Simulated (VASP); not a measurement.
The system is BN.

```xyz
2
Lattice="0.0000 1.7706 1.7706 1.7706 0.0000 1.7706 1.7706 1.7706 0.0000" Properties=species:S:1:pos:R:3 pbc="T T T"
B     0.0000    0.0000    0.0000
N     2.6559    2.6559    2.6559
```

This cell differs from its parent crystal: volume scaled by 0.94.

Base run:

```yaml
Program: VASP 6.6.1
Functional: LDA
Potentials_or_basis: VASP PAW LDA potentials, release 64 (B, N)
Cutoff: 520 eV
k_mesh: 11 × 11 × 11
Occupations: fermi-dirac, width 0.02 eV
Spin: no spin polarisation
```

Its results: band gap on the k mesh 4.53 eV, indirect (least direct gap 8.97 eV); pressure 15.3 GPa.

Question: The run is repeated on the same cell with these changes: potentials or basis from VASP PAW LDA potentials, release 64 (B, N) to VASP PAW LDA potentials, release 64 (B_h, N_h); cutoff from 520 eV to 910 eV. What comes out?

Answer: Band gap on the k mesh 4.53 eV, indirect (least direct gap 8.98 eV); pressure 14.7 GPa.

Caveats: the cutoff is under 1.25 times the usual one of these potentials, so pressure, stress and relaxed cells hold a basis-set (Pulay) error (some runs).

A k mesh can miss the band edges.
